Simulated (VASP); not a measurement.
# CuI (P-3m1) in VASP: further runs

Runs on CuI. Level: PBEsol. Tasks: single point.

All numbers are computed with VASP 6.6.1; they aren't measurements. Logs are shortened: lines on timing, memory, paths and dates and some standing lists are left out, and cuts for length are marked.

### 1 The cell of the first run

The structure is trigonal, space group P-3m1 (No. 164). Conventional cell: a = 4.129 Å, b = 4.129 Å, c = 7.478 Å, α = 90.00°, β = 90.00°, γ = 120.00°. Cu (site symmetry 3m) has 4 I at 2.58 to 2.68 Å and 3 Cu at 2.74 Å within 3.4 Å. Within 3.4 Å of I (site symmetry 3m) lie 4 Cu at 2.58 to 2.68 Å.

### 2 Single point, PBEsol

File INCAR:

```
PREC = Accurate
ENCUT = 520
EDIFF = 1E-6
ISMEAR = 0
SIGMA = 0.01
LREAL = False
LASPH = True
NELM = 100
ALGO = Normal
ISIF = 2
LWAVE = False
LCHARG = False
GGA = PS
NBANDS = 26
```

File KPOINTS:

```
Automatic mesh
0
Gamma
  5 5 3
```

File POSCAR:

```
CuI
1.0
    4.1286180000      0.0000000000      0.0000000000
   -2.0643090000      3.5754880705      0.0000000000
    0.0000000000      0.0000000000      7.4781060000
Cu I
2 2
Direct
    0.6666670000      0.3333330000      0.5899520000
    0.3333330000      0.6666670000      0.4100480000
    0.3333330000      0.6666670000      0.7547480000
    0.6666670000      0.3333330000      0.2452520000
```

Potentials or basis: VASP PAW PBE potentials, release 64 (Cu, I).

On the command line:

```console
> cat potpaw_PBE.64/Cu/POTCAR potpaw_PBE.64/I/POTCAR > POTCAR
> mpirun -np 1 vasp_std > vasp.out
```

OUTCAR:

```text
PREC = Accurate
   ENCUT = 520
   EDIFF = 1E-6
   ISMEAR = 0
   LREAL = False
   LASPH = True
   NELM = 100
   ISIF = 2
   GGA = PS

 ion  position               nearest neighbor table
   1  0.667  0.333  0.590-   4 2.58   3 2.68   3 2.68   3 2.68   2 2.74   2 2.74   2 2.74
   2  0.333  0.667  0.410-   3 2.58   4 2.68   4 2.68   4 2.68   1 2.74   1 2.74   1 2.74
   3  0.333  0.667  0.755-   2 2.58   1 2.68   1 2.68   1 2.68
   4  0.667  0.333  0.245-   1 2.58   2 2.68   2 2.68   2 2.68

  LATTYP: Found a hexagonal cell.
 ALAT       =     4.1286180000
 C/A-ratio  =     1.8112855198

  Lattice vectors:

 A1 = (   4.1286180000,   0.0000000000,   0.0000000000)
 A2 = (  -2.0643090000,   3.5754880705,   0.0000000000)
 A3 = (   0.0000000000,   0.0000000000,   7.4781060000)

Analysis of symmetry for initial positions (statically):
=====================================================================
 Subroutine PRICEL returns:
 Original cell was already a primitive cell.

 Routine SETGRP: Setting up the symmetry group for a
 hexagonal supercell.

 Subroutine GETGRP returns: Found 12 space group operations
 (whereof 12 operations were pure point group operations)
 out of a pool of 24 trial point group operations.

The static configuration has the point symmetry D_3d.

Analysis of symmetry for dynamics (positions and initial velocities):
=====================================================================
 Subroutine PRICEL returns:
 Original cell was already a primitive cell.

 Routine SETGRP: Setting up the symmetry group for a
 hexagonal supercell.

 Subroutine GETGRP returns: Found 12 space group operations
 (whereof 12 operations were pure point group operations)
 out of a pool of 24 trial point group operations.

The dynamic configuration has the point symmetry D_3d.

 Subroutine INISYM returns: Found 12 space group operations
 (whereof 12 operations are pure point group operations),
 and found     1 'primitive' translations

----------------------------------------------------------------------------------------

                                     Primitive cell

  volume of cell :     110.3905

  direct lattice vectors                    reciprocal lattice vectors
     4.128618000  0.000000000  0.000000000     0.242211801  0.139841048  0.000000000
    -2.064309000  3.575488071  0.000000000     0.000000000  0.279682097  0.000000000
     0.000000000  0.000000000  7.478106000     0.000000000  0.000000000  0.133723700

  length of vectors
     4.128618000  4.128618000  7.478106000     0.279682097  0.279682097  0.133723700

  position of ions in fractional coordinates (direct lattice)
     0.666667000  0.333333000  0.589952000
     0.333333000  0.666667000  0.410048000
     0.333333000  0.666667000  0.754748000
     0.666667000  0.333333000  0.245252000

  ion indices of the primitive-cell ions
   primitive index   ion index
                 1           1
                 2           2
                 3           3
                 4           4

----------------------------------------------------------------------------------------

 KPOINTS: Automatic mesh

Automatic generation of k-mesh.
 Grid dimensions read from file:
 generate k-points for:    5    5    3

 Generating k-lattice:

  Cartesian coordinates                     Fractional coordinates (reciprocal lattice)
     0.048442360  0.027968210  0.000000000     0.200000000  0.000000000  0.000000000
     0.000000000  0.055936419  0.000000000     0.000000000  0.200000000  0.000000000
     0.000000000  0.000000000  0.044574567     0.000000000  0.000000000  0.333333333

  Length of vectors
     0.055936419  0.055936419  0.044574567

  Shift w.r.t. Gamma in fractional coordinates (k-lattice)
     0.000000000  0.000000000  0.000000000

 Subroutine IBZKPT returns following result:
 ===========================================

 Found     12 irreducible k-points:

 Following reciprocal coordinates:
            Coordinates               Weight
  0.000000  0.000000  0.000000      1.000000
  0.200000 -0.000000  0.000000      6.000000
  0.400000 -0.000000  0.000000      6.000000
  0.200000  0.200000  0.000000      6.000000
  0.400000  0.200000  0.000000      6.000000
  0.000000  0.000000  0.333333      2.000000
  0.200000 -0.000000  0.333333      6.000000
  0.000000  0.200000  0.333333      6.000000
  0.400000 -0.000000  0.333333      6.000000
  0.000000  0.400000  0.333333      6.000000
  0.200000  0.200000  0.333333     12.000000
  0.400000  0.200000  0.333333     12.000000
   k-points           NKPTS =     12   k-points in BZ     NKDIM =     12   number of bands    NBANDS=     26
   number of dos      NEDOS =    301   number of ions     NIONS =      4
   total plane-waves  NPLWV =  57344
   dimension x,y,z NGX =    32 NGY =   32 NGZ =   56
   dimension x,y,z NGXF=    64 NGYF=   64 NGZF=  112
   ions per type =               2   2
   NGX,Y,Z   is equivalent  to a cutoff of  12.89, 12.89, 12.45 a.u.
   NGXF,Y,Z  is equivalent  to a cutoff of  25.77, 25.77, 24.90 a.u.
 SYSTEM =  unknown system
   PREC   = accura    normal or accurate (medium, high low for compatibility)
   ISTART =      0    job   : 0-new  1-cont  2-samecut
   ICHARG =      2    charge: 1-file 2-atom 10-const
   ISPIN  =      1    spin polarized calculation?
   LNONCOLLINEAR =      F non collinear calculations
   LSORBIT =      F    spin-orbit coupling
   LASPH  =      T    aspherical Exc in radial PAW
   ENCUT  =  520.0 eV  38.22 Ry    6.18 a.u.   7.68  7.68 13.90*2*pi/ulx,y,z
   NELM   =    100;   NELMIN=  2; NELMDL= -5     # of ELM steps
   EDIFF  = 0.1E-05   stopping-criterion for ELM
   LREAL  =      F    real-space projection
   EDIFFG = 0.1E-04   stopping-criterion for IOM
   NSW    =      0    number of steps for IOM
   IBRION =     -1    ionic relax: 0-MD 1-quasi-New 2-CG
   NFREE  =      0    steps in history (QN), initial steepest desc. (CG)
   ISIF   =      2    stress and relaxation
   ISYM   =      2    0-nonsym 1-usesym 2-fastsym
   POTIM  = 0.5000    time-step for ionic-motion
   TEBEG  =    0.0;   TEEND  =   0.0 temperature during run
   PSTRESS=    0.0 pullay stress
   NELECT =      36.0000    total number of electrons
   NUPDOWN=      -1.0000    fix difference up-down
   EMIN   =  10.00;   EMAX   =-10.00  energy-range for DOS
   EFERMI =   0.00;   METHOD = LEGACY
   ISMEAR =     0;   SIGMA  =   0.01  broadening in eV -4-tet -1-fermi 0-gaus
   EFERMI_NEDOS =   21; number of points for ismear=-14 and -15
   IALGO  =     38    algorithm
   IMIX   =      4    mixing-type and parameters
     AMIX     =   0.40;   BMIX     =  1.00
     AMIX_MAG =   1.60;   BMIX_MAG =  1.00
  volume/ion in A,a.u.               =      27.60       186.24
  Fermi-wavevector in a.u.,A,eV,Ry     =   1.126847  2.129433 17.276475  1.269785
  Thomas-Fermi vector in A             =   2.263531
   LORBIT       =      0    0 simple, 1 ext, 2 COOP (PROOUT), +10 PAW based schemes
   GGA     = PS    functional components
   LHFCALC =     F    Hartree Fock is set to
   AEXX    =    0.0000 exact exchange contribution
   IVDW    =     0    specifies the selected vdW correction
   LEPSILON=     F    determine dielectric tensor
   LRPA    =     F    only Hartree local field effects (RPA)
 non-spin polarized calculation
 Gauss-broadening in eV      SIGMA  =   0.01
  energy-cutoff  :      520.00
  volume of cell :      110.39
 maximum number of plane-waves:      3004
 NGX is ok and might be reduce to    32
   NGX = 15   NGY = 15   NGZ = 27

 number of electron      36.0000025 magnetization

 Free energy of the ion-electron system (eV)
  ---------------------------------------------------
  ext. energy  EPLUGINS =         0.00000000
  ---------------------------------------------------
  free energy    TOTEN  =       -12.66276051 eV

  energy without entropy =      -12.66276051  energy(sigma->0) =      -12.66276051

 E-fermi :   4.1646     XC(G=0):  -9.1155

 val. band max:        4.0599823263   @ k =   0.0000   0.0000   0.0000
 cond. band min:       5.6315204651   @ k =   0.0000   0.0000   0.0000
 fundamental gap:      1.5715381388
 Fermi energy:         4.1646018889

 k-point     1 :       0.0000    0.0000    0.0000
  band No.  band energies     occupation
      1      -9.6832      2.00000
      2      -9.1888      2.00000
      3      -1.5969      2.00000
      4       0.2851      2.00000
      5       0.7209      2.00000
      6       0.7209      2.00000
[... 18 lines left out ...]
     25      10.2998      0.00000
     26      12.0253      0.00000

 k-point     2 :       0.2000   -0.0000    0.0000
  band No.  band energies     occupation
      1      -9.4949      2.00000
      2      -9.0680      2.00000
      3      -1.3387      2.00000
      4       0.1109      2.00000
      5       0.2210      2.00000
      6       0.5814      2.00000
[... 18 lines left out ...]
     25      11.2196      0.00000
     26      11.5077      0.00000

 k-point     3 :       0.4000   -0.0000    0.0000
  band No.  band energies     occupation
      1      -9.1212      2.00000
      2      -8.8871      2.00000
      3      -1.1086      2.00000
      4      -0.9108      2.00000
      5      -0.1479      2.00000
      6       0.4001      2.00000
[... 18 lines left out ...]
     25      11.6162      0.00000
     26      13.0189      0.00000

 k-point     4 :       0.2000    0.2000    0.0000
  band No.  band energies     occupation
      1      -9.2063      2.00000
      2      -8.9160      2.00000
      3      -1.0335      2.00000
      4      -0.4864      2.00000
      5      -0.1740      2.00000
      6       0.4691      2.00000
[... 18 lines left out ...]
     25      11.0052      0.00000
     26      11.5177      0.00000
[... 148 lines left out ...]
      1      -9.0801      2.00000
      2      -8.9301      2.00000
      3      -1.2636      2.00000
      4      -0.9789      2.00000
      5       0.0845      2.00000
      6       0.5383      2.00000
[... 18 lines left out ...]
     25      12.4769      0.00000
     26      13.2594      0.00000

 k-point    11 :       0.2000    0.2000    0.3333
  band No.  band energies     occupation
      1      -9.1567      2.00000
      2      -8.9701      2.00000
      3      -1.0784      2.00000
      4      -0.6839      2.00000
      5       0.1570      2.00000
      6       0.3626      2.00000
[... 18 lines left out ...]
     25      10.8828      0.00000
     26      11.6318      0.00000

 k-point    12 :       0.4000    0.2000    0.3333
  band No.  band energies     occupation
      1      -8.9467      2.00000
      2      -8.8776      2.00000
      3      -1.1414      2.00000
      4      -1.0169      2.00000
      5       0.0450      2.00000
      6       0.1799      2.00000
[... 18 lines left out ...]
     25      12.2645      0.00000
     26      12.7174      0.00000

------------------------ aborting loop because EDIFF is reached ----------------------------------------

  FORCE on cell =-STRESS in cart. coord.  units (eV):
  Direction    XX          YY          ZZ          XY          YZ          ZX
  --------------------------------------------------------------------------------------
  -------------------------------------------------------------------------------------
  Total       -1.0803250     -1.0803250     -1.0312001      0.0000000      0.0000000     -0.0000000
  in kB      -15.6795410    -15.6795410    -14.9665566      0.0000000      0.0000000     -0.0000000
  external PRESSURE =     -15.4418795 kB  Pullay stress =       0.0000000 kB

 VOLUME and BASIS-vectors are now :
 -----------------------------------------------------------------------------
  energy-cutoff  :      520.00
  volume of cell :      110.39
      direct lattice vectors                 reciprocal lattice vectors
     4.128618000  0.000000000  0.000000000     0.242211801  0.139841048  0.000000000
    -2.064309000  3.575488071  0.000000000     0.000000000  0.279682097  0.000000000
     0.000000000  0.000000000  7.478106000     0.000000000  0.000000000  0.133723700

 POSITION                                       TOTAL-FORCE (eV/Angst)
 -----------------------------------------------------------------------------------
      2.06431      1.19183      4.41172        -0.000000      0.000000     -0.001257
     -0.00000      2.38366      3.06638        -0.000000     -0.000000      0.001257
     -0.00000      2.38366      5.64409         0.000000     -0.000000     -0.212545
      2.06431      1.19183      1.83402         0.000000      0.000000      0.212545
 -----------------------------------------------------------------------------------
    total drift:                               -0.000000      0.000000      0.000000

  FREE ENERGIE OF THE ION-ELECTRON SYSTEM (eV)
  ---------------------------------------------------
  free  energy   TOTEN  =       -12.6627605066 eV

  energy  without entropy=      -12.6627605066  energy(sigma->0) =      -12.66276051
```

It took 19 s on 1 thread of Intel Xeon 6975P-C (Granite Rapids), shared host; peak memory 0.23 GiB.

What came out:

```yaml
Free_energy: -12.6628 eV
Pressure: -1.5 GPa
Largest_force: 0.213 eV/Å
Band_gap_on_the_k_mesh: 1.57 eV, direct
```

Forces on the atoms (eV/Å):
```
Cu   0.000  0.000 -0.001
Cu   0.000  0.000  0.001
I    0.000  0.000 -0.213
I    0.000  0.000  0.213
```

Levels at points of the mesh, in eV from the valence-band top:
```tsv
k point	band 15	band 16	band 17	band 18	band 19	band 20	band 21	band 22
(0.00, 0.00, 0.00)	-0.37	-0.37	0.00	0.00	1.57	2.91	4.68	5.66
```

Caveat: the PAW data sets were made with another functional, which shifts forces and pressure a little; spin-orbit coupling is left out, which moves the levels of the heavy elements; this functional lacks dispersion, which binds the layers, so the pressure and a relaxed spacing across them are unreliable. As with any semilocal functional, this PBEsol gap is likely too small.

### 3 Single point, PBEsol

File INCAR:

```
  PREC = Accurate
  ENCUT = 520
  EDIFF = 1E-7
  ISMEAR = 0
  SIGMA = 0.01
  LREAL = F
  LASPH = T
  NELM = 60
  ALGO = Normal
  ISIF = 2
  LWAVE = F
  LCHARG = F
  GGA = PS
  NBANDS = 26
```

File KPOINTS:

```
regular mesh
0
Gamma
  6 6 3
```

POSCAR is that of step 2.

Potentials or basis: VASP PAW PBE potentials, release 64 (Cu, I).

On the command line:

```console
> cat potpaw_PBE.64/Cu/POTCAR potpaw_PBE.64/I/POTCAR > POTCAR
> mpirun -np 1 vasp_std > vasp.out
```

It took 25 s on 1 thread of Intel Xeon 6975P-C (Granite Rapids), shared host; peak memory 0.24 GiB.

It converged, with:

| Item | Value |
| --- | --- |
| Free energy | -12.6697 eV |
| Pressure | -1.6 GPa |
| Largest force | 0.215 eV/Å |
| Band gap on the k mesh | 1.57 eV, direct |

Forces on the atoms (eV/Å):
```
Cu   0.000  0.000  0.003
Cu   0.000  0.000 -0.003
I    0.000  0.000 -0.215
I    0.000  0.000  0.215
```

Stress tensor (GPa, compression positive):
```
-1.63  0.00  0.00
 0.00 -1.63  0.00
 0.00  0.00 -1.51
```

Levels at points of the mesh, in eV from the valence-band top:
```csv
k point,band 15,band 16,band 17,band 18,band 19,band 20,band 21,band 22
"(0.00, 0.00, 0.00)",-0.37,-0.37,0.00,0.00,1.57,2.91,4.68,5.66
"(0.50, 0.00, 0.00)",-1.29,-1.23,-1.22,-0.18,3.03,3.12,3.73,5.29
```

Caveat: the PAW data sets were made with another functional, which shifts forces and pressure a little; spin-orbit coupling is left out, which moves the levels of the heavy elements; this functional lacks dispersion, which binds the layers, so the pressure and a relaxed spacing across them are unreliable. PBEsol gaps usually lie below the measured ones, often by a third to a half.
